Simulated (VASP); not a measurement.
# CdSe (P6_3/mmc) in VASP: single point with PBE

Aim: the single point of CdSe with PBE.

Program: VASP 6.6.1. These are calculated values, not measurements. Logs are shortened: lines on timing, memory, paths and dates and some standing lists are left out, and cuts for length are marked.

### Step 1. The cell of the first run

Symmetry: P6_3/mmc, No. 194, hexagonal system. Conventional cell: a = 4.602 Å, b = 4.602 Å, c = 6.002 Å, α = 90.00°, β = 90.00°, γ = 120.00°. Within 3.5 Å of Cd (site symmetry -6m2) lie 5 Se at 2.66 to 3.00 Å. Se (site symmetry -6m2) has 5 Cd at 2.66 to 3.00 Å within 3.5 Å.

### Step 2. Single point, PBE

Contents of INCAR:

```
SYSTEM = CdSe
PREC = Accurate ; ENCUT = 520
EDIFF = 1E-6 ; ISMEAR = 0
SIGMA = 0.01 ; LREAL = .False.
LASPH = .True. ; NELM = 100
ALGO = Normal ; ISIF = 2
LWAVE = .False. ; LCHARG = .False.
GGA = PE ; NBANDS = 26
```

Contents of KPOINTS:

```
regular mesh
0
Gamma
  6 6 2
  0 0 0
```

Contents of POSCAR:

```
CdSe
1.0
    4.6022437353      0.0000000000      0.0000000000
   -2.3011218676      3.9856599892      0.0000000000
    0.0000000000      0.0000000000      6.0016225046
Cd Se
2 2
Direct
    0.3333333333      0.6666666667      0.2500000000
    0.6666666667      0.3333333333      0.7500000000
    0.6666666667      0.3333333333      0.2500000000
    0.3333333333      0.6666666667      0.7500000000
```

Potentials or basis: VASP PAW PBE potentials, release 64 (Cd, Se).

The run is started by

```bash
$ cat potpaw_PBE.64/Cd/POTCAR potpaw_PBE.64/Se/POTCAR > POTCAR
$ mpirun -np 1 vasp_std > vasp.out
```

OUTCAR:

```text
SYSTEM = CdSe
   PREC = Accurate
   ENCUT = 520
   EDIFF = 1E-6
   ISMEAR = 0
   LREAL = .False.
   LASPH = .True.
   NELM = 100
   ISIF = 2
   GGA = PE

 ion  position               nearest neighbor table
   1  0.333  0.667  0.250-   3 2.66   3 2.66   3 2.66   4 3.00   4 3.00
   2  0.667  0.333  0.750-   4 2.66   4 2.66   4 2.66   3 3.00   3 3.00
   3  0.667  0.333  0.250-   1 2.66   1 2.66   1 2.66   2 3.00   2 3.00
   4  0.333  0.667  0.750-   2 2.66   2 2.66   2 2.66   1 3.00   1 3.00

  LATTYP: Found a hexagonal cell.
 ALAT       =     4.6022437353
 C/A-ratio  =     1.3040644629

  Lattice vectors:

 A1 = (   4.6022437353,   0.0000000000,   0.0000000000)
 A2 = (  -2.3011218676,   3.9856599892,   0.0000000000)
 A3 = (   0.0000000000,   0.0000000000,   6.0016225046)

Analysis of symmetry for initial positions (statically):
=====================================================================
 Subroutine PRICEL returns:
 Original cell was already a primitive cell.

 Routine SETGRP: Setting up the symmetry group for a
 hexagonal supercell.

 Subroutine GETGRP returns: Found 24 space group operations
 (whereof 12 operations were pure point group operations)
 out of a pool of 24 trial point group operations.

The static configuration has the point symmetry D_3d.
 The point group associated with its full space group is D_6h.

Analysis of symmetry for dynamics (positions and initial velocities):
=====================================================================
 Subroutine PRICEL returns:
 Original cell was already a primitive cell.

 Routine SETGRP: Setting up the symmetry group for a
 hexagonal supercell.

 Subroutine GETGRP returns: Found 24 space group operations
 (whereof 12 operations were pure point group operations)
 out of a pool of 24 trial point group operations.

The dynamic configuration has the point symmetry D_3d.
 The point group associated with its full space group is D_6h.

 Subroutine INISYM returns: Found 24 space group operations
 (whereof 12 operations are pure point group operations),
 and found     1 'primitive' translations

----------------------------------------------------------------------------------------

                                     Primitive cell

  volume of cell :     110.0876

  direct lattice vectors                    reciprocal lattice vectors
     4.602243735  0.000000000  0.000000000     0.217285319  0.125449738  0.000000000
    -2.301121868  3.985659989  0.000000000     0.000000000  0.250899475  0.000000000
     0.000000000  0.000000000  6.001622505     0.000000000  0.000000000  0.166621609

  length of vectors
     4.602243735  4.602243735  6.001622505     0.250899475  0.250899475  0.166621609

  position of ions in fractional coordinates (direct lattice)
     0.333333333  0.666666667  0.250000000
     0.666666667  0.333333333  0.750000000
     0.666666667  0.333333333  0.250000000
     0.333333333  0.666666667  0.750000000

  ion indices of the primitive-cell ions
   primitive index   ion index
                 1           1
                 2           2
                 3           3
                 4           4

----------------------------------------------------------------------------------------

 KPOINTS: regular mesh

Automatic generation of k-mesh.
 Grid dimensions read from file:
 generate k-points for:    6    6    2

 Generating k-lattice:

  Cartesian coordinates                     Fractional coordinates (reciprocal lattice)
     0.036214220  0.020908290  0.000000000     0.166666667 -0.000000000  0.000000000
     0.000000000  0.041816579  0.000000000     0.000000000  0.166666667  0.000000000
     0.000000000  0.000000000  0.083310805     0.000000000  0.000000000  0.500000000

  Length of vectors
     0.041816579  0.041816579  0.083310805

  Shift w.r.t. Gamma in fractional coordinates (k-lattice)
     0.000000000  0.000000000  0.000000000

 Subroutine IBZKPT returns following result:
 ===========================================

 Found     14 irreducible k-points:

 Following reciprocal coordinates:
            Coordinates               Weight
  0.000000  0.000000  0.000000      1.000000
  0.166667 -0.000000  0.000000      6.000000
  0.333333  0.000000  0.000000      6.000000
  0.500000  0.000000  0.000000      3.000000
  0.166667  0.166667  0.000000      6.000000
  0.333333  0.166667  0.000000     12.000000
  0.333333  0.333333  0.000000      2.000000
  0.000000  0.000000  0.500000      1.000000
  0.166667 -0.000000  0.500000      6.000000
  0.333333  0.000000  0.500000      6.000000
  0.500000  0.000000  0.500000      3.000000
  0.166667  0.166667  0.500000      6.000000
  0.333333  0.166667  0.500000     12.000000
  0.333333  0.333333  0.500000      2.000000
   k-points           NKPTS =     14   k-points in BZ     NKDIM =     14   number of bands    NBANDS=     26
   number of dos      NEDOS =    301   number of ions     NIONS =      4
   total plane-waves  NPLWV =  62208
   dimension x,y,z NGX =    36 NGY =   36 NGZ =   48
   dimension x,y,z NGXF=    72 NGYF=   72 NGZF=   96
   ions per type =               2   2
   NGX,Y,Z   is equivalent  to a cutoff of  13.00, 13.00, 13.30 a.u.
   NGXF,Y,Z  is equivalent  to a cutoff of  26.01, 26.01, 26.59 a.u.
 SYSTEM =  CdSe
   PREC   = accura    normal or accurate (medium, high low for compatibility)
   ISTART =      0    job   : 0-new  1-cont  2-samecut
   ICHARG =      2    charge: 1-file 2-atom 10-const
   ISPIN  =      1    spin polarized calculation?
   LNONCOLLINEAR =      F non collinear calculations
   LSORBIT =      F    spin-orbit coupling
   LASPH  =      T    aspherical Exc in radial PAW
   ENCUT  =  520.0 eV  38.22 Ry    6.18 a.u.   8.56  8.56 11.16*2*pi/ulx,y,z
   NELM   =    100;   NELMIN=  2; NELMDL= -5     # of ELM steps
   EDIFF  = 0.1E-05   stopping-criterion for ELM
   LREAL  =      F    real-space projection
   EDIFFG = 0.1E-04   stopping-criterion for IOM
   NSW    =      0    number of steps for IOM
   IBRION =     -1    ionic relax: 0-MD 1-quasi-New 2-CG
   NFREE  =      0    steps in history (QN), initial steepest desc. (CG)
   ISIF   =      2    stress and relaxation
   ISYM   =      2    0-nonsym 1-usesym 2-fastsym
   POTIM  = 0.5000    time-step for ionic-motion
   TEBEG  =    0.0;   TEEND  =   0.0 temperature during run
   PSTRESS=    0.0 pullay stress
   NELECT =      36.0000    total number of electrons
   NUPDOWN=      -1.0000    fix difference up-down
   EMIN   =  10.00;   EMAX   =-10.00  energy-range for DOS
   EFERMI =   0.00;   METHOD = LEGACY
   ISMEAR =     0;   SIGMA  =   0.01  broadening in eV -4-tet -1-fermi 0-gaus
   EFERMI_NEDOS =   21; number of points for ismear=-14 and -15
   IALGO  =     38    algorithm
   IMIX   =      4    mixing-type and parameters
     AMIX     =   0.40;   BMIX     =  1.00
     AMIX_MAG =   1.60;   BMIX_MAG =  1.00
  volume/ion in A,a.u.               =      27.52       185.73
  Fermi-wavevector in a.u.,A,eV,Ry     =   1.127880  2.131384 17.308146  1.272113
  Thomas-Fermi vector in A             =   2.264568
   LORBIT       =      0    0 simple, 1 ext, 2 COOP (PROOUT), +10 PAW based schemes
   GGA     = PE    functional components
   LHFCALC =     F    Hartree Fock is set to
   AEXX    =    0.0000 exact exchange contribution
   IVDW    =     0    specifies the selected vdW correction
   LEPSILON=     F    determine dielectric tensor
   LRPA    =     F    only Hartree local field effects (RPA)
 non-spin polarized calculation
 Gauss-broadening in eV      SIGMA  =   0.01
  energy-cutoff  :      520.00
  volume of cell :      110.09
 maximum number of plane-waves:      2986
 NGX is ok and might be reduce to    36
   NGX = 17   NGY = 17   NGZ = 23

 number of electron      36.0000009 magnetization

 Free energy of the ion-electron system (eV)
  ---------------------------------------------------
  ext. energy  EPLUGINS =         0.00000000
  ---------------------------------------------------
  free energy    TOTEN  =       -10.53675637 eV

  energy without entropy =      -10.53675637  energy(sigma->0) =      -10.53675637

 E-fermi :   1.2963     XC(G=0):  -9.0109

 val. band max:        1.2182380792   @ k =   0.3333   0.3333   0.5000
 cond. band min:       1.4428032379   @ k =   0.0000   0.0000   0.0000
 fundamental gap:      0.2245651587
 Fermi energy:         1.2963278715

 k-point     1 :       0.0000    0.0000    0.0000
  band No.  band energies     occupation
      1     -11.4526      2.00000
      2     -10.8263      2.00000
      3      -6.8775      2.00000
      4      -6.8775      2.00000
      5      -6.8677      2.00000
      6      -6.8677      2.00000
[... 18 lines left out ...]
     25       9.2888      0.00000
     26       9.9762      0.00000

 k-point     2 :       0.1667   -0.0000    0.0000
  band No.  band energies     occupation
      1     -11.3686      2.00000
      2     -10.8109      2.00000
      3      -6.8400      2.00000
      4      -6.8393      2.00000
      5      -6.8242      2.00000
      6      -6.8223      2.00000
[... 18 lines left out ...]
     25       8.5750      0.00000
     26       9.4770      0.00000

 k-point     3 :       0.3333    0.0000    0.0000
  band No.  band energies     occupation
      1     -11.1739      2.00000
      2     -10.8034      2.00000
      3      -6.7614      2.00000
      4      -6.7369      2.00000
      5      -6.7265      2.00000
      6      -6.6798      2.00000
[... 18 lines left out ...]
     25       8.9458      0.00000
     26       9.3377      0.00000

 k-point     4 :       0.5000    0.0000    0.0000
  band No.  band energies     occupation
      1     -11.0434      2.00000
      2     -10.8312      2.00000
      3      -6.7205      2.00000
      4      -6.6756      2.00000
      5      -6.6578      2.00000
      6      -6.6489      2.00000
[... 18 lines left out ...]
     25       9.5163      0.00000
     26      10.3312      0.00000
[... 206 lines left out ...]
      1     -10.9593      2.00000
      2     -10.9593      2.00000
      3      -6.8079      2.00000
      4      -6.8079      2.00000
      5      -6.7721      2.00000
      6      -6.7721      2.00000
[... 18 lines left out ...]
     25       8.3191      0.00000
     26       8.3191      0.00000

 k-point    13 :       0.3333    0.1667    0.5000
  band No.  band energies     occupation
      1     -10.8739      2.00000
      2     -10.8739      2.00000
      3      -6.7672      2.00000
      4      -6.7672      2.00000
      5      -6.7189      2.00000
      6      -6.7189      2.00000
[... 18 lines left out ...]
     25       9.0234      0.00000
     26       9.0234      0.00000

 k-point    14 :       0.3333    0.3333    0.5000
  band No.  band energies     occupation
      1     -10.8456      2.00000
      2     -10.8456      2.00000
      3      -6.7731      2.00000
      4      -6.7731      2.00000
      5      -6.6864      2.00000
      6      -6.6864      2.00000
[... 18 lines left out ...]
     25       8.1012      0.00000
     26       8.1012      0.00000

------------------------ aborting loop because EDIFF is reached ----------------------------------------

  FORCE on cell =-STRESS in cart. coord.  units (eV):
  Direction    XX          YY          ZZ          XY          YZ          ZX
  --------------------------------------------------------------------------------------
  -------------------------------------------------------------------------------------
  Total        1.4761330      1.4761330      0.8793578      0.0000000      0.0000000      0.0000000
  in kB       21.4831293     21.4831293     12.7978698      0.0000000      0.0000000      0.0000000
  external PRESSURE =      18.5880428 kB  Pullay stress =       0.0000000 kB

 VOLUME and BASIS-vectors are now :
 -----------------------------------------------------------------------------
  energy-cutoff  :      520.00
  volume of cell :      110.09
      direct lattice vectors                 reciprocal lattice vectors
     4.602243735  0.000000000  0.000000000     0.217285319  0.125449738  0.000000000
    -2.301121868  3.985659989  0.000000000     0.000000000  0.250899475  0.000000000
     0.000000000  0.000000000  6.001622505     0.000000000  0.000000000  0.166621609

 POSITION                                       TOTAL-FORCE (eV/Angst)
 -----------------------------------------------------------------------------------
     -0.00000      2.65711      1.50041         0.000000     -0.000000     -0.000000
      2.30112      1.32855      4.50122        -0.000000      0.000000      0.000000
      2.30112      1.32855      1.50041        -0.000000      0.000000      0.000000
     -0.00000      2.65711      4.50122         0.000000     -0.000000      0.000000
 -----------------------------------------------------------------------------------
    total drift:                                0.000000      0.000000      0.000000

  FREE ENERGIE OF THE ION-ELECTRON SYSTEM (eV)
  ---------------------------------------------------
  free  energy   TOTEN  =       -10.5367563673 eV

  energy  without entropy=      -10.5367563673  energy(sigma->0) =      -10.53675637
```

Run time: 29 s. Hardware: 1 thread of AMD EPYC 9R45 (Zen 5), shared host; peak memory 0.21 GiB.

What came out:

```yaml
Free_energy: -10.5368 eV
Pressure: 1.9 GPa
Band_gap_on_the_k_mesh: 0.22 eV, indirect (least direct gap 0.43 eV)
```

Stress tensor (GPa, compression positive):
```
2.15 0.00 0.00
0.00 2.15 0.00
0.00 0.00 1.28
```

Levels at points of the mesh, in eV from the valence-band top:
```
           k point  band 15  band 16  band 17  band 18  band 19  band 20  band 21  band 22
(0.00, 0.00, 0.00)    -1.36    -0.34    -0.34    -0.20     0.22     0.40     5.03     5.03
(0.50, 0.00, 0.00)    -2.50    -2.45    -1.33    -1.11     1.88     3.19     5.82     6.67
(0.00, 0.00, 0.50)    -0.83    -0.83    -0.83    -0.83     2.27     2.27     5.24     5.24
(0.50, 0.00, 0.50)    -1.83    -1.83    -0.42    -0.42     3.24     3.24     4.49     4.49
```

Caveat: the k points lie up to 0.52 Å⁻¹ apart.
